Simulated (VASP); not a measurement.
# KBr in VASP: a series of runs

Runs on KBr. Level: LDA. Tasks: single point.

Program: VASP 6.6.1. These are calculated values, not measurements. Logs are shortened: lines on timing, memory, paths and dates and some standing lists are left out, and cuts for length are marked.

### Step 1. The cell of the first run

Symmetry: R-3m, No. 166, trigonal system. The conventional cell has a = 4.519 Å, b = 4.519 Å, c = 10.987 Å, α = 90.00°, β = 90.00°, γ = 120.00°. Within 4.2 Å of K (site symmetry -3m) lie 6 Br at 3.19 Å. Br (site symmetry -3m) has 6 K at 3.19 Å within 4.2 Å.

### Step 2. Single point, LDA (equal xy, yz and zx engineering shears of -0.5 %)

INCAR reads:

```
SYSTEM = KBr
  ALGO = Normal
  EDIFF = 1E-7
  ENCUT = 520
  ISIF = 2
  ISMEAR = 0
  LASPH = .True.
  LCHARG = .False.
  LREAL = .False.
  LWAVE = .False.
  NBANDS = 15
  NELM = 80
  PREC = Accurate
  SIGMA = 0.01
```

KPOINTS reads:

```
k-points
0
Gamma
  6 6 6
  0 0 0
```

POSCAR reads:

```
KBr
1.0
   -0.0159377666      3.1795844290      3.1795844290
    3.1795844290     -0.0159377666      3.1795844290
    3.1795844290      3.1795844290     -0.0159377666
K Br
1 1
Direct
    0.0000000000      0.0000000000      0.0000000000
    0.5000000000      0.5000000000      0.5000000000
```

Potentials or basis: VASP PAW LDA potentials, release 64 (K_sv, Br).

Started as:

```bash
> cat potpaw_LDA.64/K_sv/POTCAR potpaw_LDA.64/Br/POTCAR > POTCAR
> mpirun -np 1 vasp_std > vasp.out
```

OUTCAR:

```text
SYSTEM = KBr
   EDIFF = 1E-7
   ENCUT = 520
   ISIF = 2
   ISMEAR = 0
   LASPH = .True.
   LREAL = .False.
   NELM = 80
   PREC = Accurate

 ion  position               nearest neighbor table
   1  0.000  0.000  0.000-   2 3.19   2 3.19   2 3.19   2 3.19   2 3.19   2 3.19
   2  0.500  0.500  0.500-   1 3.19   1 3.19   1 3.19   1 3.19   1 3.19   1 3.19

  LATTYP: Found a trigonal (rhomboedric) cell.
 ALAT       =     4.4966396670
 COS(alpha) =     0.4949812503

  Lattice vectors:

 A1 = (  -0.0159377666,   3.1795844290,   3.1795844290)
 A2 = (   3.1795844290,  -0.0159377666,   3.1795844290)
 A3 = (   3.1795844290,   3.1795844290,  -0.0159377666)

Analysis of symmetry for initial positions (statically):
=====================================================================
 Subroutine PRICEL returns:
 Original cell was already a primitive cell.

 Routine SETGRP: Setting up the symmetry group for a
 trigonal (rhombohedral) supercell.

 Subroutine GETGRP returns: Found 12 space group operations
 (whereof 12 operations were pure point group operations)
 out of a pool of 12 trial point group operations.

The static configuration has the point symmetry D_3d.

Analysis of symmetry for dynamics (positions and initial velocities):
=====================================================================
 Subroutine PRICEL returns:
 Original cell was already a primitive cell.

 Routine SETGRP: Setting up the symmetry group for a
 trigonal (rhombohedral) supercell.

 Subroutine GETGRP returns: Found 12 space group operations
 (whereof 12 operations were pure point group operations)
 out of a pool of 12 trial point group operations.

The dynamic configuration has the point symmetry D_3d.

 Subroutine INISYM returns: Found 12 space group operations
 (whereof 12 operations are pure point group operations),
 and found     1 'primitive' translations

----------------------------------------------------------------------------------------

                                     Primitive cell

  volume of cell :      64.7730

  direct lattice vectors                    reciprocal lattice vectors
    -0.015937767  3.179584429  3.179584429    -0.156075811  0.156862087  0.156862087
     3.179584429 -0.015937767  3.179584429     0.156862087 -0.156075811  0.156862087
     3.179584429  3.179584429 -0.015937767     0.156862087  0.156862087 -0.156075811

  length of vectors
     4.496639667  4.496639667  4.496639667     0.271239908  0.271239908  0.271239908

  position of ions in fractional coordinates (direct lattice)
     0.000000000  0.000000000  0.000000000
     0.500000000  0.500000000  0.500000000

  ion indices of the primitive-cell ions
   primitive index   ion index
                 1           1
                 2           2

----------------------------------------------------------------------------------------

 KPOINTS: k-points

Automatic generation of k-mesh.
 Grid dimensions read from file:
 generate k-points for:    6    6    6

 Generating k-lattice:

  Cartesian coordinates                     Fractional coordinates (reciprocal lattice)
    -0.026012635  0.026143681  0.026143681     0.166666667 -0.000000000 -0.000000000
     0.026143681 -0.026012635  0.026143681    -0.000000000  0.166666667 -0.000000000
     0.026143681  0.026143681 -0.026012635    -0.000000000 -0.000000000  0.166666667

  Length of vectors
     0.045206651  0.045206651  0.045206651

  Shift w.r.t. Gamma in fractional coordinates (k-lattice)
     0.000000000  0.000000000  0.000000000

 Subroutine IBZKPT returns following result:
 ===========================================

 Found     32 irreducible k-points:

 Following reciprocal coordinates:
            Coordinates               Weight
  0.000000  0.000000  0.000000      1.000000
  0.166667 -0.000000 -0.000000      6.000000
  0.333333  0.000000  0.000000      6.000000
  0.500000 -0.000000 -0.000000      3.000000
  0.166667  0.166667 -0.000000      6.000000
  0.333333  0.166667 -0.000000     12.000000
[... 16 lines left out ...]
  0.500000  0.500000  0.166667      6.000000
 -0.333333  0.500000  0.166667     12.000000
 [... further k-points ...]
   k-points           NKPTS =     32   k-points in BZ     NKDIM =     32   number of bands    NBANDS=     15
   number of dos      NEDOS =    301   number of ions     NIONS =      2
   total plane-waves  NPLWV =  46656
   dimension x,y,z NGX =    36 NGY =   36 NGZ =   36
   dimension x,y,z NGXF=    72 NGYF=   72 NGZF=   72
   ions per type =               1   1
   NGX,Y,Z   is equivalent  to a cutoff of  13.31, 13.31, 13.31 a.u.
   NGXF,Y,Z  is equivalent  to a cutoff of  26.62, 26.62, 26.62 a.u.
 SYSTEM =  KBr
   PREC   = accura    normal or accurate (medium, high low for compatibility)
   ISTART =      0    job   : 0-new  1-cont  2-samecut
   ICHARG =      2    charge: 1-file 2-atom 10-const
   ISPIN  =      1    spin polarized calculation?
   LNONCOLLINEAR =      F non collinear calculations
   LSORBIT =      F    spin-orbit coupling
   LASPH  =      T    aspherical Exc in radial PAW
   ENCUT  =  520.0 eV  38.22 Ry    6.18 a.u.   8.36  8.36  8.36*2*pi/ulx,y,z
   NELM   =     80;   NELMIN=  2; NELMDL= -5     # of ELM steps
   EDIFF  = 0.1E-06   stopping-criterion for ELM
   LREAL  =      F    real-space projection
   EDIFFG = 0.1E-05   stopping-criterion for IOM
   NSW    =      0    number of steps for IOM
   IBRION =     -1    ionic relax: 0-MD 1-quasi-New 2-CG
   NFREE  =      0    steps in history (QN), initial steepest desc. (CG)
   ISIF   =      2    stress and relaxation
   ISYM   =      2    0-nonsym 1-usesym 2-fastsym
   POTIM  = 0.5000    time-step for ionic-motion
   TEBEG  =    0.0;   TEEND  =   0.0 temperature during run
   PSTRESS=    0.0 pullay stress
   NELECT =      16.0000    total number of electrons
   NUPDOWN=      -1.0000    fix difference up-down
   EMIN   =  10.00;   EMAX   =-10.00  energy-range for DOS
   EFERMI =   0.00;   METHOD = LEGACY
   ISMEAR =     0;   SIGMA  =   0.01  broadening in eV -4-tet -1-fermi 0-gaus
   EFERMI_NEDOS =   21; number of points for ismear=-14 and -15
   IALGO  =     38    algorithm
   IMIX   =      4    mixing-type and parameters
     AMIX     =   0.40;   BMIX     =  1.00
     AMIX_MAG =   1.60;   BMIX_MAG =  1.00
  volume/ion in A,a.u.               =      32.39       218.55
  Fermi-wavevector in a.u.,A,eV,Ry     =   1.027188  1.941105 14.355724  1.055116
  Thomas-Fermi vector in A             =   2.161120
   LORBIT       =      0    0 simple, 1 ext, 2 COOP (PROOUT), +10 PAW based schemes
   GGA     = CA    functional components
   LHFCALC =     F    Hartree Fock is set to
   AEXX    =    0.0000 exact exchange contribution
   IVDW    =     0    specifies the selected vdW correction
   LEPSILON=     F    determine dielectric tensor
   LRPA    =     F    only Hartree local field effects (RPA)
 non-spin polarized calculation
 Gauss-broadening in eV      SIGMA  =   0.01
  energy-cutoff  :      520.00
  volume of cell :       64.77
 maximum number of plane-waves:      1795
 NGX is ok and might be reduce to    36
   NGX = 17   NGY = 17   NGZ = 17

 number of electron      16.0000000 magnetization

 Free energy of the ion-electron system (eV)
  ---------------------------------------------------
  ext. energy  EPLUGINS =         0.00000000
  ---------------------------------------------------
  free energy    TOTEN  =        -6.83455028 eV

  energy without entropy =       -6.83455028  energy(sigma->0) =       -6.83455028

 E-fermi :  -1.2984     XC(G=0):  -8.3099

 val. band max:       -1.4407914791   @ k =   0.0000   0.0000   0.0000
 cond. band min:       2.8714746313   @ k =   0.0000   0.0000   0.0000
 fundamental gap:      4.3122661104
 Fermi energy:        -1.2984488676

 k-point     1 :       0.0000    0.0000    0.0000
  band No.  band energies     occupation
      1     -28.6663      2.00000
      2     -13.9185      2.00000
      3     -12.3915      2.00000
      4     -12.3915      2.00000
      5     -12.3909      2.00000
      6      -1.4588      2.00000
      7      -1.4588      2.00000
      8      -1.4408      2.00000
      9       2.8715      0.00000
     10       5.8645      0.00000
     11       5.8645      0.00000
     12       5.9313      0.00000
     13       6.8338      0.00000
     14       6.8338      0.00000
     15       9.9875      0.00000

 k-point     2 :       0.1667   -0.0000   -0.0000
  band No.  band energies     occupation
      1     -28.6635      2.00000
      2     -13.9750      2.00000
      3     -12.3933      2.00000
      4     -12.3931      2.00000
      5     -12.3110      2.00000
      6      -1.9281      2.00000
      7      -1.5802      2.00000
      8      -1.5641      2.00000
      9       3.6184      0.00000
     10       5.7473      0.00000
     11       6.2268      0.00000
     12       6.2860      0.00000
     13       7.2608      0.00000
     14       7.2660      0.00000
     15      11.0301      0.00000

 k-point     3 :       0.3333    0.0000    0.0000
  band No.  band energies     occupation
      1     -28.6581      2.00000
      2     -14.0747      2.00000
      3     -12.3973      2.00000
      4     -12.3967      2.00000
      5     -12.1618      2.00000
      6      -2.6396      2.00000
      7      -1.8039      2.00000
      8      -1.7875      2.00000
      9       4.6921      0.00000
     10       6.2160      0.00000
     11       7.1982      0.00000
     12       7.2573      0.00000
     13       8.3178      0.00000
     14       8.3382      0.00000
     15      10.3627      0.00000
[... 343 lines left out ...]
 k-point    23 :       0.5000    0.5000    0.1667
  band No.  band energies     occupation
      1     -28.6528      2.00000
      2     -13.8833      2.00000
      3     -12.4917      2.00000
      4     -12.4389      2.00000
      5     -12.3642      2.00000
      6      -2.4319      2.00000
      7      -1.9740      2.00000
      8      -1.8269      2.00000
      9       4.4503      0.00000
     10       6.1031      0.00000
     11       7.5578      0.00000
     12       8.1212      0.00000
     13       8.5105      0.00000
     14       9.1194      0.00000
     15       9.7355      0.00000

 k-point    24 :      -0.3333    0.5000    0.1667
  band No.  band energies     occupation
      1     -28.6520      2.00000
      2     -13.8725      2.00000
      3     -12.5208      2.00000
      4     -12.4742      2.00000
      5     -12.3194      2.00000
      6      -2.2988      2.00000
      7      -2.0589      2.00000
      8      -1.9922      2.00000
      9       4.8139      0.00000
     10       6.5797      0.00000
     11       6.7994      0.00000
     12       7.9395      0.00000
     13       8.6592      0.00000
     14       9.4910      0.00000
     15      10.1333      0.00000

 [... further k-points ...]

------------------------ aborting loop because EDIFF is reached ----------------------------------------

  FORCE on cell =-STRESS in cart. coord.  units (eV):
  Direction    XX          YY          ZZ          XY          YZ          ZX
  --------------------------------------------------------------------------------------
  -------------------------------------------------------------------------------------
  Total        0.0243991      0.0243991      0.0243991      0.0098795      0.0098795      0.0098795
  in kB        0.6035174      0.6035174      0.6035174      0.2443724      0.2443724      0.2443724
  external PRESSURE =       0.6035174 kB  Pullay stress =       0.0000000 kB

 VOLUME and BASIS-vectors are now :
 -----------------------------------------------------------------------------
  energy-cutoff  :      520.00
  volume of cell :       64.77
      direct lattice vectors                 reciprocal lattice vectors
    -0.015937767  3.179584429  3.179584429    -0.156075811  0.156862087  0.156862087
     3.179584429 -0.015937767  3.179584429     0.156862087 -0.156075811  0.156862087
     3.179584429  3.179584429 -0.015937767     0.156862087  0.156862087 -0.156075811

 POSITION                                       TOTAL-FORCE (eV/Angst)
 -----------------------------------------------------------------------------------
      0.00000      0.00000      0.00000         0.000000      0.000000     -0.000000
      3.17162      3.17162      3.17162        -0.000000     -0.000000      0.000000
 -----------------------------------------------------------------------------------
    total drift:                                0.000000      0.000000      0.000000

  FREE ENERGIE OF THE ION-ELECTRON SYSTEM (eV)
  ---------------------------------------------------
  free  energy   TOTEN  =        -6.8345502840 eV

  energy  without entropy=       -6.8345502840  energy(sigma->0) =       -6.83455028
```

Wall time 12 s (1 thread of Intel Xeon Platinum 8559C (Emerald Rapids), shared host); peak memory 0.18 GiB.

What came out:

```
Free energy            : -6.8346 eV
Pressure               : 0.1 GPa
Band gap on the k mesh : 4.31 eV, direct
```

Caveat: the cell differs from its parent crystal (equal xy, yz and zx engineering shears of -0.5 %).

### Step 3. Single point, LDA (equal xy, yz and zx engineering shears of +0.5 %)

INCAR reads:

```
  PREC = Accurate
  ENCUT = 520
  EDIFF = 1E-6
  ISMEAR = 0
  SIGMA = 0.01
  LREAL = F
  LASPH = T
  NELM = 100
  ALGO = Normal
  ISIF = 2
  LWAVE = F
  LCHARG = F
  GGA = CA
  NBANDS = 15
```

KPOINTS reads:

```
regular mesh
0
Gamma
  6 6 6
```

POSCAR reads:

```
KBr
1.0
    0.0159377666      3.1955221956      3.1955221956
    3.1955221956      0.0159377666      3.1955221956
    3.1955221956      3.1955221956      0.0159377666
K Br
1 1
Direct
    0.0000000000      0.0000000000      0.0000000000
    0.5000000000      0.5000000000      0.5000000000
```

Potentials or basis: VASP PAW LDA potentials, release 64 (K_sv, Br).

Started as:

```bash
> cat potpaw_LDA.64/K_sv/POTCAR potpaw_LDA.64/Br/POTCAR > POTCAR
> mpirun -np 1 vasp_std > vasp.out
```

OUTCAR:

```text
PREC = Accurate
   ENCUT = 520
   EDIFF = 1E-6
   ISMEAR = 0
   LREAL = F
   LASPH = T
   NELM = 100
   ISIF = 2
   GGA = CA

 ion  position               nearest neighbor table
   1  0.000  0.000  0.000-   2 3.19   2 3.19   2 3.19   2 3.19   2 3.19   2 3.19
   2  0.500  0.500  0.500-   1 3.19   1 3.19   1 3.19   1 3.19   1 3.19   1 3.19

  LATTYP: Found a trigonal (rhomboedric) cell.
 ALAT       =     4.5191789318
 COS(alpha) =     0.5049812504

  Lattice vectors:

[... 610 lines left out ...]
      9       4.8139      0.00000
     10       6.5797      0.00000
     11       6.7993      0.00000
     12       7.9395      0.00000
     13       8.6592      0.00000
     14       9.4910      0.00000
     15      10.1333      0.00000

 [... further k-points ...]
[... 5 lines left out ...]
  --------------------------------------------------------------------------------------
  -------------------------------------------------------------------------------------
  Total        0.0242946      0.0242946      0.0242946     -0.0102025     -0.0102025     -0.0102025
  in kB        0.6009343      0.6009343      0.6009343     -0.2523617     -0.2523617     -0.2523617
  external PRESSURE =       0.6009343 kB  Pullay stress =       0.0000000 kB

 VOLUME and BASIS-vectors are now :
 -----------------------------------------------------------------------------
  energy-cutoff  :      520.00
  volume of cell :       64.77
      direct lattice vectors                 reciprocal lattice vectors
     0.015937767  3.195522196  3.195522196    -0.157644432  0.156862077  0.156862077
     3.195522196  0.015937767  3.195522196     0.156862077 -0.157644432  0.156862077
     3.195522196  3.195522196  0.015937767     0.156862077  0.156862077 -0.157644432

 POSITION                                       TOTAL-FORCE (eV/Angst)
 -----------------------------------------------------------------------------------
      0.00000      0.00000      0.00000        -0.000000      0.000000     -0.000000
      3.20349      3.20349      3.20349         0.000000     -0.000000      0.000000
 -----------------------------------------------------------------------------------
    total drift:                                0.000000      0.000000      0.000000

  FREE ENERGIE OF THE ION-ELECTRON SYSTEM (eV)
  ---------------------------------------------------
  free  energy   TOTEN  =        -6.8345474238 eV

  energy  without entropy=       -6.8345474238  energy(sigma->0) =       -6.83454742
```

OSZICAR:

```text
N       E                     dE             d eps       ncg     rms          rms(c)
DAV:   1     0.103505750355E+03    0.10351E+03   -0.69463E+03   960   0.952E+02
DAV:   2    -0.819744317255E+00   -0.10433E+03   -0.95899E+02  1247   0.248E+02
DAV:   3    -0.677666960738E+01   -0.59569E+01   -0.59249E+01  1303   0.503E+01
DAV:   4    -0.700398365891E+01   -0.22731E+00   -0.22725E+00  1436   0.916E+00
DAV:   5    -0.700589637144E+01   -0.19127E-02   -0.19127E-02  1331   0.936E-01    0.402E+00
DAV:   6    -0.685525036730E+01    0.15065E+00   -0.17190E-01  1205   0.219E+00    0.291E+00
DAV:   7    -0.683408242912E+01    0.21168E-01   -0.68133E-02  1240   0.152E+00    0.128E+00
DAV:   8    -0.683449228944E+01   -0.40986E-03   -0.79749E-03  1237   0.695E-01    0.175E-01
DAV:   9    -0.683448958950E+01    0.26999E-05   -0.12059E-04  1289   0.748E-02    0.734E-02
DAV:  10    -0.683454862765E+01   -0.59038E-04   -0.64310E-05  1121   0.433E-02    0.308E-02
DAV:  11    -0.683454718200E+01    0.14456E-05   -0.68572E-06  1233   0.185E-02    0.334E-03
DAV:  12    -0.683454742379E+01   -0.24179E-06   -0.28281E-07   921   0.364E-03
   1 F= -.68345474E+01 E0= -.68345474E+01  d E =-.304462E-99
```

It took 12 s on 1 thread of Intel Xeon Platinum 8559C (Emerald Rapids), shared host; peak memory 0.18 GiB.

What came out:

```yaml
Free_energy: -6.8345 eV
Pressure: 0.1 GPa
Band_gap_on_the_k_mesh: 4.32 eV, direct
```

Caveat: the cell differs from its parent crystal (equal xy, yz and zx engineering shears of +0.5 %).

### Step 4. Single point, LDA (atom 1 moved by [0.01, 0.01, 0.01] A)

INCAR reads:

```
SYSTEM = KBr
PREC = Accurate
ENCUT = 520
EDIFF = 1E-6
ISMEAR = 0
SIGMA = 0.01
LREAL = .FALSE.
LASPH = .TRUE.
NELM = 100
ALGO = Normal
ISIF = 2
LWAVE = .FALSE.
LCHARG = .TRUE.
GGA = CA
LELF = .TRUE.
LVHAR = .TRUE.
NBANDS = 15
```

KPOINTS reads:

```
Automatic mesh
0
G
  6 6 6
  0 0 0
```

POSCAR reads:

```
KBr
1.0
    0.0000000000      3.1875533123      3.1875533123
    3.1875533123      0.0000000000      3.1875533123
    3.1875533123      3.1875533123      0.0000000000
K Br
1 1
Direct
    0.0015686012      0.0015686012      0.0015686012
    0.5000000000      0.5000000000      0.5000000000
```

Started as:

```bash
> cat potpaw_LDA.64/K_sv/POTCAR potpaw_LDA.64/Br/POTCAR > POTCAR
> mpirun -np 1 vasp_std > vasp.out
```

Wall time 13 s (1 thread of Intel Xeon Platinum 8559C (Emerald Rapids), shared host); peak memory 0.18 GiB.

The run converged. Its results:

```yaml
Free_energy: -6.8344 eV
Pressure: 0.1 GPa
Largest_force: 0.029 eV/Å
Band_gap_on_the_k_mesh: 4.32 eV, direct
```

Forces on the atoms (eV/Å):
```
K   -0.017 -0.017 -0.017
Br   0.017  0.017  0.017
```

Levels at points of the mesh, in eV from the valence-band top:
```
           k point  band 6  band 7  band 8  band 9  band 10  band 11
(0.00, 0.00, 0.00)    0.00    0.00    0.00    4.32     7.34     7.34
(0.50, 0.00, 0.00)   -1.48   -0.45   -0.45    6.46     8.30     9.78
(0.50, 0.50, 0.50)   -1.48   -0.45   -0.45    6.46     8.30     9.79
(0.50, 0.50, 0.00)   -0.96   -0.33   -0.33    5.41     7.25     9.35
```

Caveat: the cell differs from its parent crystal (atom 1 moved by [0.01, 0.01, 0.01] A).

### Step 5. Overview

```tsv
cell	gap on the mesh (eV)	pressure (GPa)
a = 4.497 Å, angles 60.3°, 2 atoms	4.31	0.1
a = 4.519 Å, angles 59.7°, 2 atoms	4.32	0.1
a = 4.508 Å, angles 60.0°, 2 atoms	4.32	0.1
```

Alike in all rows: task single point; level LDA; potentials or basis VASP PAW LDA potentials, release 64 (K_sv, Br); no spin polarisation; k mesh 6 × 6 × 6; cutoff (eV) 520; smearing gaussian 0.01 eV.

Absolute energies hang on the potentials; compare differences alone.
